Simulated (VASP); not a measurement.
A run of VASP 6.6.1 is set up as follows.

INCAR

```
PREC = Accurate ; ENCUT = 520
EDIFF = 1E-6 ; ISMEAR = 0
SIGMA = 0.15 ; LREAL = False
LASPH = True ; NELM = 60
ALGO = Fast ; ISIF = 2
LWAVE = False ; LCHARG = False
GGA = PS ; NBANDS = 13
```

KPOINTS

```
regular mesh
0
Gamma
  20 20 20
```

Contents of POSCAR:

```
W
1.0
    0.0000000000      1.9995500000      2.0604500000
    1.9995500000      0.0000000000      2.0604500000
    1.9995500000      1.9995500000      0.0000000000
W
1
Direct
    0.0000000000      0.0000000000      0.0000000000
```

Potentials or basis: VASP PAW PBE potentials, release 64 (W_sv).

Command:

```console
$ cat potpaw_PBE.64/W_sv/POTCAR > POTCAR
$ mpirun -np 1 vasp_std > vasp.out
```

(1) What does it give for the band gap on the k mesh?

(2) Predict the pressure.

Results:

(1) zero (band 7 reaches 13.51 eV, above the bottom of band 8 at 9.83 eV).

(2) -8.2 GPa.

Caveat: the cell differs from its parent crystal (strain -0.015 along x and y, +0.015 along z); the PAW data sets were made with another functional, which shifts forces and pressure a little; spin-orbit coupling is left out, which moves the levels of the heavy elements.
